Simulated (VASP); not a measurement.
# ZnO (P6_3mc) in VASP: notebook

Runs on ZnO. Level: LDA. Tasks: vibrations by perturbation theory.

Program: VASP 6.6.1. These are calculated values, not measurements. Logs are shortened: lines on timing, memory, paths and dates and some standing lists are left out, and cuts for length are marked.

## 1. The cell of the first run

The structure is hexagonal, space group P6_3mc (No. 186). Conventional cell: a = 3.162 Å, b = 3.162 Å, c = 5.113 Å, α = 90.00°, β = 90.00°, γ = 120.00°. Within 2.6 Å of Zn (site symmetry 3m) lie 4 O at 1.93 Å. Within 2.6 Å of O (site symmetry 3m) lie 4 Zn at 1.93 Å.

## 2. Vibrations by perturbation theory, LDA

File INCAR:

```
ALGO = Normal
EDIFF = 1E-8
ENCUT = 520
GGA = CA
IBRION = 8
ISIF = 2
ISMEAR = 0
LASPH = T
LCHARG = T
LREAL = F
LWAVE = F
NELM = 60
NSW = 1
PREC = Accurate
SIGMA = 0.01
```

File KPOINTS:

```
k-points
0
Gamma
  8 8 4
```

File POSCAR:

```
ZnO
1.0
    3.1618046286      0.0000000000      0.0000000000
   -1.5809023143      2.7382031301      0.0000000000
    0.0000000000      0.0000000000      5.1129988516
Zn O
2 2
Direct
    0.3333333333      0.6666666667      0.5003524306
    0.6666666667      0.3333333333      0.0003524306
    0.6666666667      0.3333333333      0.3786575694
    0.3333333333      0.6666666667      0.8786575694
```

Potentials or basis: VASP PAW LDA potentials, release 64 (Zn, O).

Launch:

```
$ cat potpaw_LDA.64/Zn/POTCAR potpaw_LDA.64/O/POTCAR > POTCAR
$ mpirun -np 1 vasp_std > vasp.out
```

OUTCAR:

```text
EDIFF = 1E-8
   ENCUT = 520
   GGA = CA
   IBRION = 8
   ISIF = 2
   ISMEAR = 0
   LASPH = T
   LREAL = F
   NELM = 60
   NSW = 1
   PREC = Accurate

 ion  position               nearest neighbor table
   1  0.333  0.667  0.500-   3 1.93   3 1.93   3 1.93   4 1.93
   2  0.667  0.333  0.000-   4 1.93   4 1.93   4 1.93   3 1.93
   3  0.667  0.333  0.379-   1 1.93   1 1.93   1 1.93   2 1.93
   4  0.333  0.667  0.879-   2 1.93   2 1.93   2 1.93   1 1.93

  LATTYP: Found a hexagonal cell.
 ALAT       =     3.1618046286
 C/A-ratio  =     1.6171141017

  Lattice vectors:

 A1 = (   3.1618046286,   0.0000000000,   0.0000000000)
 A2 = (  -1.5809023143,   2.7382031301,   0.0000000000)
 A3 = (   0.0000000000,   0.0000000000,   5.1129988516)

Analysis of symmetry for initial positions (statically):
=====================================================================
 Subroutine PRICEL returns:
 Original cell was already a primitive cell.

 Routine SETGRP: Setting up the symmetry group for a
 hexagonal supercell.

 Subroutine GETGRP returns: Found 12 space group operations
 (whereof  6 operations were pure point group operations)
 out of a pool of 24 trial point group operations.

The static configuration has the point symmetry C_3v.
 The point group associated with its full space group is C_6v.

Analysis of symmetry for dynamics (positions and initial velocities):
=====================================================================
 Subroutine PRICEL returns:
 Original cell was already a primitive cell.

 Routine SETGRP: Setting up the symmetry group for a
 hexagonal supercell.

 Subroutine GETGRP returns: Found 12 space group operations
 (whereof  6 operations were pure point group operations)
 out of a pool of 24 trial point group operations.

The dynamic configuration has the point symmetry C_3v.
 The point group associated with its full space group is C_6v.

 Subroutine INISYM returns: Found 12 space group operations
 (whereof  6 operations are pure point group operations),
 and found     1 'primitive' translations

----------------------------------------------------------------------------------------

                                     Primitive cell

  volume of cell :      44.2666

  direct lattice vectors                    reciprocal lattice vectors
     3.161804629  0.000000000  0.000000000     0.316275076  0.182601500  0.000000000
    -1.580902314  2.738203130  0.000000000     0.000000000  0.365203001  0.000000000
     0.000000000  0.000000000  5.112998852     0.000000000  0.000000000  0.195579938

  length of vectors
     3.161804629  3.161804629  5.112998852     0.365203001  0.365203001  0.195579938

  position of ions in fractional coordinates (direct lattice)
     0.333333333  0.666666667  0.500352431
     0.666666667  0.333333333  0.000352431
     0.666666667  0.333333333  0.378657569
     0.333333333  0.666666667  0.878657569

  ion indices of the primitive-cell ions
   primitive index   ion index
                 1           1
                 2           2
                 3           3
                 4           4

----------------------------------------------------------------------------------------

 KPOINTS: k-points

Automatic generation of k-mesh.
 Grid dimensions read from file:
 generate k-points for:    8    8    4

 Generating k-lattice:

  Cartesian coordinates                     Fractional coordinates (reciprocal lattice)
     0.039534385  0.022825188  0.000000000     0.125000000  0.000000000  0.000000000
     0.000000000  0.045650375  0.000000000     0.000000000  0.125000000  0.000000000
     0.000000000  0.000000000  0.048894985     0.000000000  0.000000000  0.250000000

  Length of vectors
     0.045650375  0.045650375  0.048894985

  Shift w.r.t. Gamma in fractional coordinates (k-lattice)
     0.000000000  0.000000000  0.000000000

 Subroutine IBZKPT returns following result:
 ===========================================
[... 61 lines left out ...]
   EMIN   =  10.00;   EMAX   =-10.00  energy-range for DOS
   EFERMI =   0.00;   METHOD = LEGACY
   ISMEAR =     0;   SIGMA  =   0.01  broadening in eV -4-tet -1-fermi 0-gaus
   EFERMI_NEDOS =   21; number of points for ismear=-14 and -15
   IALGO  =     38    algorithm
   IMIX   =      4    mixing-type and parameters
     AMIX     =   0.40;   BMIX     =  1.00
     AMIX_MAG =   1.60;   BMIX_MAG =  1.00
  volume/ion in A,a.u.               =      11.07        74.68
  Fermi-wavevector in a.u.,A,eV,Ry     =   1.528094  2.887680 31.770593  2.335073
  Thomas-Fermi vector in A             =   2.635900
   LORBIT       =      0    0 simple, 1 ext, 2 COOP (PROOUT), +10 PAW based schemes
   GGA     = CA    functional components
   LHFCALC =     F    Hartree Fock is set to
   AEXX    =    0.0000 exact exchange contribution
   IVDW    =     0    specifies the selected vdW correction
   LEPSILON=     F    determine dielectric tensor
   LRPA    =     F    only Hartree local field effects (RPA)
 non-spin polarized calculation
 Gauss-broadening in eV      SIGMA  =   0.01
  energy-cutoff  :      520.00
  volume of cell :       44.27
 maximum number of plane-waves:      1202
 NGX is ok and might be reduce to    24
   NGX = 11   NGY = 11   NGZ = 19

--------------------------------------- Ionic step        1  -------------------------------------------

 number of electron      35.9999964 magnetization

 Free energy of the ion-electron system (eV)
  ---------------------------------------------------
  ext. energy  EPLUGINS =         0.00000000
  ---------------------------------------------------
  free energy    TOTEN  =       -21.13288582 eV

  energy without entropy =      -21.13288582  energy(sigma->0) =      -21.13288582

 E-fermi :   1.6303     XC(G=0): -11.8534

 val. band max:        1.5880988324   @ k =   0.0000   0.0000   0.0000
 cond. band min:       2.4347266922   @ k =   0.0000   0.0000   0.0000
 fundamental gap:      0.8466278599
 Fermi energy:         1.6303116768

 k-point     1 :       0.0000    0.0000    0.0000
  band No.  band energies     occupation
      1     -16.8482      2.00000
      2     -15.9643      2.00000
      3      -4.7391      2.00000
      4      -4.5790      2.00000
      5      -4.5790      2.00000
      6      -4.5400      2.00000
[... 589 lines left out ...]
     21      10.5269      0.00000
     22      10.5269      0.00000

 [... further k-points ...]
[... 5 lines left out ...]
  --------------------------------------------------------------------------------------
  -------------------------------------------------------------------------------------
  Total        1.5198156      1.5198156      1.5114317      0.0000000      0.0000000      0.0000000
  in kB       55.0079041     55.0079041     54.7044566      0.0000000      0.0000000      0.0000000
  external PRESSURE =      54.9067549 kB  Pullay stress =       0.0000000 kB

 VOLUME and BASIS-vectors are now :
 -----------------------------------------------------------------------------
  energy-cutoff  :      520.00
  volume of cell :       44.27
      direct lattice vectors                 reciprocal lattice vectors
     3.161804629  0.000000000  0.000000000     0.316275076  0.182601500  0.000000000
    -1.580902314  2.738203130  0.000000000     0.000000000  0.365203001  0.000000000
     0.000000000  0.000000000  5.112998852     0.000000000  0.000000000  0.195579938

 POSITION                                       TOTAL-FORCE (eV/Angst)
 -----------------------------------------------------------------------------------
     -0.00000      1.82547      2.55830        -0.000000      0.000000      0.001608
      1.58090      0.91273      0.00180         0.000000      0.000000      0.001608
      1.58090      0.91273      1.93608         0.000000     -0.000000     -0.001608
     -0.00000      1.82547      4.49258        -0.000000      0.000000     -0.001608
 -----------------------------------------------------------------------------------
    total drift:                                0.000000      0.000001     -0.000414

  FREE ENERGIE OF THE ION-ELECTRON SYSTEM (eV)
  ---------------------------------------------------
  free  energy   TOTEN  =       -21.1328858150 eV

  energy  without entropy=      -21.1328858150  energy(sigma->0) =      -21.13288582

[... ionic steps 2 to 9 ...]

--------------------------------------- Ionic step       10  -------------------------------------------

------------------------ aborting loop because EDIFF is reached ----------------------------------------

[... ionic steps 11 to 11 ...]

--------------------------------------- Ionic step       12  -------------------------------------------

 Free energy of the ion-electron system (eV)
  ---------------------------------------------------
  ---------------------------------------------------
  free energy    TOTEN  =        -0.37171985 eV

  energy without entropy =       -0.37171985

------------------------ aborting loop because EDIFF is reached ----------------------------------------

 INTERNAL STRAIN TENSOR  FOR ION    3  DIRECTION 3   (eV/Angst):
 -----------------------------------------------------------------------------
     6.14905 -0.00000  0.00000
     0.00000  6.14905 -0.00000
     0.00000  0.00000-11.96770

 INTERNAL STRAIN TENSOR FOR ION    4 for displacements in x,y,z  (eV/Angst):
          X           Y           Z          XY          YZ          ZX
  --------------------------------------------------------------------------------
  x    -0.00000     0.00000    -0.00000   -10.40426    -0.00000     5.93910
  y   -10.40426    10.40426     0.00000     0.00000     6.21043     0.00000
  z     6.14905     6.14905   -11.96770     0.00000     0.00000    -0.00000

 SECOND DERIVATIVES (NOT SYMMETRIZED)
 ------------------------------------
               1X          1Y          1Z          2X          2Y          2Z          3X          3Y          3Z          4X          4Y          4Z
  1X    -9.457652   -0.000000    0.000000    0.380435    0.000000   -0.000000    9.250366    0.000000   -0.000000   -0.173149   -0.000000    0.000000
  1Y    -0.000000   -9.457652    0.000000    0.000000    0.380435    0.000000    0.000000    9.250366    0.000000    0.000000   -0.173149    0.000000
  1Z     0.000000    0.000000  -13.685994   -0.000000   -0.000000    5.292816   -0.000000   -0.000000    1.710294    0.000000    0.000000    6.682884
  2X     0.380435   -0.000000    0.000000   -9.457652    0.000000   -0.000000   -0.173149   -0.000000    0.000000    9.250366    0.000000    0.000000
  2Y     0.000000    0.380435   -0.000000   -0.000000   -9.457652    0.000000    0.000000   -0.173149   -0.000000    0.000000    9.250366   -0.000000
  2Z     0.000000    0.000000    5.292816   -0.000000    0.000000  -13.685994    0.000000    0.000000    6.682884    0.000000    0.000000    1.710294
  3X     9.261981    0.000000    0.000000   -0.168634    0.000000    0.000000  -10.139647   -0.000000   -0.000000    1.046299    0.000000    0.000000
  3Y     0.000000    9.261981    0.000000    0.000000   -0.168634    0.000000   -0.000000  -10.139647    0.000000    0.000000    1.046299   -0.000000
  3Z     0.000000    0.000000    1.655660    0.000000    0.000000    6.747313    0.000000   -0.000000  -13.912326    0.000000    0.000000    5.509353
  4X    -0.168634    0.000000   -0.000000    9.261981   -0.000000   -0.000000    1.046299    0.000000    0.000000  -10.139647    0.000000    0.000000
  4Y    -0.000000   -0.168634    0.000000    0.000000    9.261981   -0.000000    0.000000    1.046299    0.000000    0.000000  -10.139647    0.000000
  4Z     0.000000   -0.000000    6.747313    0.000000    0.000000    1.655660    0.000000   -0.000000    5.509353    0.000000    0.000000  -13.912326

 Eigenvectors and eigenvalues of the dynamical matrix
 ----------------------------------------------------

   1 f  =   17.403985 THz   109.352463 2PiTHz  580.534451 cm-1    71.977066 meV
             X         Y         Z           dx          dy          dz
     -0.000000  1.825469  2.558301    -0.000000   -0.000000   -0.114378
      1.580902  0.912734  0.001802     0.000000    0.000000    0.114378
      1.580902  0.912734  1.936076     0.000000    0.000000   -0.697795
     -0.000000  1.825469  4.492575    -0.000000   -0.000000    0.697795
[... 71 lines left out ...]
  12 f/i=    0.004635 THz     0.029125 2PiTHz    0.154622 cm-1     0.019171 meV
             X         Y         Z           dx          dy          dz
     -0.000000  1.825469  2.558301     0.304789   -0.555834    0.000000
      1.580902  0.912734  0.001802     0.304789   -0.555834    0.000000
      1.580902  0.912734  1.936076     0.150632   -0.274703    0.000000
     -0.000000  1.825469  4.492575     0.150632   -0.274703    0.000000

--------------------------------------------------------------------------------------------------------

 ELASTIC MODULI CONTR FROM IONIC RELAXATION (kBar)
 Direction    XX          YY          ZZ          XY          YZ          ZX
 --------------------------------------------------------------------------------
 XX       -1034.2315    382.7468    635.5967     -0.0000      0.0000     -0.0000
 YY         382.7468  -1034.2315    635.5967      0.0000      0.0000      0.0000
 ZZ         635.5967    635.5967  -1240.1922      0.0000     -0.0000     -0.0000
 XY          -0.0000      0.0000      0.0000   -708.4892     -0.0000     -0.0000
 YZ          -0.0000     -0.0000     -0.0000     -0.0000   -288.1835     -0.0000
 ZX          -0.0000      0.0000     -0.0000      0.0000     -0.0000   -284.8457
 --------------------------------------------------------------------------------
```

Run time: 6 min. Hardware: 1 thread of Intel Xeon 8259CL, shared host; peak memory 0.41 GiB.

Results:

```
Highest phonon frequency at Γ, LO-TO splitting left out : 581 cm⁻¹
```

Phonon frequencies in cm⁻¹ (negative: imaginary):
```csv
q point,frequencies
"(0.000, 0.000, 0.000)",0 0 0 82 82 268 422 439 439 474 474 581
```

Caveat: the cell stands under pressure or tension, which shifts response properties.

[end of part 1 of 2]
